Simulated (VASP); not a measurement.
**ZnS: single point with PBEsol**

ZnS:

```
Zn S
1.0
     3.86465    0.00000    0.00000
     0.00000    6.33599    0.00000
     0.00000    0.00000    6.44362
Zn S
4 4
Direct
  0.50000 0.00000 0.00000
  0.00000 0.50000 0.16666
  0.00000 0.00000 0.50000
  0.50000 0.50000 0.66666
  0.50000 0.62300 0.00000
  0.00000 0.12300 0.16666
  0.00000 0.62300 0.50000
  0.50000 0.12300 0.66666
```

```json
{"Program": "VASP 6.6.1", "Task": "single point", "Functional": "PBEsol", "Potentials or basis": "VASP PAW PBE potentials, release 64 (Zn, S)", "Cutoff": "500 eV", "k mesh": "8 × 4 × 4", "Occupations": "gaussian, width 0.02 eV", "Spin": "no spin polarisation"}
```

```
Pressure               : -1.5 GPa
Largest force          : 0.317 eV/Å
Band gap on the k mesh : 1.95 eV
```

Forces in eV/Å, atoms in the order of the input:
```
Zn   0.000 -0.191  0.199
Zn   0.000 -0.191 -0.199
Zn   0.000 -0.191  0.199
Zn   0.000 -0.191 -0.199
S    0.000  0.191  0.253
S    0.000  0.191 -0.253
S    0.000  0.191  0.253
S    0.000  0.191 -0.253
```

Stress tensor (GPa, compression positive):
```
-2.68  0.00  0.00
 0.00 -3.60  0.00
 0.00  0.00  1.63
```

Levels at points of the mesh, in eV from the valence-band top:
| k point | band 34 | band 35 | band 36 | band 37 | band 38 | band 39 |
| --- | --- | --- | --- | --- | --- | --- |
| (0.00, 0.00, 0.00) | -0.18 | -0.12 | 0.00 | 1.95 | 3.00 | 3.27 |
| (0.50, 0.00, 0.00) | -1.81 | -1.58 | -1.58 | 4.52 | 4.52 | 5.08 |
| (0.00, 0.50, 0.00) | -0.56 | -0.43 | -0.43 | 3.19 | 3.19 | 3.39 |
| (0.50, 0.50, 0.00) | -1.59 | -1.59 | -1.59 | 4.24 | 4.24 | 4.24 |
| (0.00, 0.00, 0.50) | -0.70 | -0.67 | -0.67 | 3.59 | 3.59 | 3.81 |
| (0.50, 0.00, 0.50) | -1.74 | -0.92 | -0.92 | 3.67 | 3.67 | 4.10 |
| (0.00, 0.50, 0.50) | -1.27 | -1.27 | -1.27 | 3.96 | 3.96 | 3.96 |
| (0.50, 0.50, 0.50) | -1.59 | -1.59 | -1.59 | 3.37 | 3.37 | 3.37 |

It took 7.2 min on 1 thread of Oxide Virtual Turin-like Processor, with other jobs on the host, peak memory 0.35 GiB.

Caveat: the stress differs along the axes, from -4 to 2 GPa; the PAW data sets were made with another functional, which shifts forces and pressure a little.
